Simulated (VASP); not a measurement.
Write the native input for VASP 6.6.1 that does the following.

```yaml
Task: single point
Functional: PBE
Potentials_or_basis: VASP PAW PBE potentials, release 64 (Nb_sv)
Cutoff: 520 eV
k_mesh: 7 × 7 × 3
Occupations: fermi-dirac, width 0.1 eV
Spin: no spin polarisation
Dipole_correction: no
Further_INCAR_settings: ALGO = Normal; EDIFF = 1e-06; NBANDS = 20
```

The structure of Nb lies in POSCAR:

```
Nb
1.0
    2.8701074226      0.0000000000      0.0000000000
   -1.4350537113      2.4855859395      0.0000000000
    0.0000000000      0.0000000000      5.2418368294
Nb
2
Direct
    0.3333333333      0.6666666667      0.2500000000
    0.6666666667      0.3333333333      0.7500000000
```

The input as run:

INCAR

```
PREC = Accurate
ENCUT = 520
EDIFF = 1E-6
ISMEAR = -1
SIGMA = 0.1
LREAL = F
LASPH = T
NELM = 100
ALGO = Normal
ISIF = 2
LWAVE = F
LCHARG = F
GGA = PE
NBANDS = 20
```

KPOINTS

```
regular mesh
0
Gamma
  7 7 3
```

Potentials or basis: VASP PAW PBE potentials, release 64 (Nb_sv).

Launch:

```sh
$ cat potpaw_PBE.64/Nb_sv/POTCAR > POTCAR
$ mpirun -np 1 vasp_std > vasp.out
```

Results of the run:

| Property | Result |
| --- | --- |
| Pressure | -0.1 GPa |
| Band gap on the k mesh | zero (band 13 reaches 11.91 eV, above the bottom of band 14 at 10.61 eV) |

Caveat: the k points lie up to 0.40 Å⁻¹ apart.

Wall time 9.3 s on 1 thread of Intel Xeon 6975P-C (shared host), peak memory 0.15 GiB.
